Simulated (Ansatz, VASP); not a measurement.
**Ca in VASP and in Ansatz**

Contents of INCAR:

```
  PREC = Accurate
  ENCUT = 520
  EDIFF = 1E-7
  ISMEAR = -1
  SIGMA = 0.05
  LREAL = F
  LASPH = T
  NELM = 60
  ALGO = Normal
  ISIF = 2
  LWAVE = F
  LCHARG = F
  GGA = PS
  NBANDS = 11
```

Contents of KPOINTS:

```
Automatic mesh
0
Gamma
  11 11 11
```

Contents of POSCAR:

```
Ca
1.0
    0.0000000000      2.7942000000      2.8221420000
    2.7942000000      0.0000000000      2.8221420000
    2.7942000000      2.7942000000      0.0000000000
Ca
1
Direct
    0.0000000000      0.0000000000      0.0000000000
```

Input for Ansatz:

```yaml
crystal:
  lattice:
    - [0.0, 2.7942, 2.822142]
    - [2.7942, 0.0, 2.822142]
    - [2.7942, 2.7942, 0.0]
  atoms:
    - { symbol: Ca, position: [0.0, 0.0, 0.0] }
kpoints:
  mp_grid: { grid: [11, 11, 11] }
  band_path:
    path:
      - [0.0, 0.0, 0.0]
      - [0.0, 0.5, 0.5]
      - [0.25, 0.75, 0.5]
      - [0.0, 0.5, 0.0]
      - [0.0, 0.0, 0.0]
      - [0.5, 0.5, 0.0]
      - [0.3725370062, 0.6274629938, 0.0]
      - [-0.3725370062, 0.3725370062, 0.0]
      - [0.0, 0.0, 0.0]
    npoints: 5
scf:
  occupations: { method: fermi_dirac, width: 0.05 }
hamiltonian:
  xc: pbesol
  pseudopotentials: { kind: all_electron, lapw: { basis_error: 0.001 } }
output:
  forces: true
  stress: true
  eigenvalues: true
```

Change from the starting cell: zz strain of +1 %.

Alike in both runs: task single point; functional PBEsol; k mesh 11 × 11 × 11; occupations fermi-dirac, width 0.05 eV; no spin polarisation.

|  | VASP | Ansatz |
| --- | --- | --- |
| version | VASP 6.6.1 | Ansatz 0.2.0 |
| potentials or method | VASP PAW PBE potentials, release 64 (Ca_sv), cutoff 520 eV | all-electron LAPW, scalar-relativistic |

|  | VASP | Ansatz | Ansatz less VASP |
| --- | --- | --- | --- |
| pressure (GPa) | -1.3 | -1.3 | -0.01 |

VASP's potentials were made for PBE, not for PBEsol. Ansatz ran all-electron here, and VASP with PAW potentials.
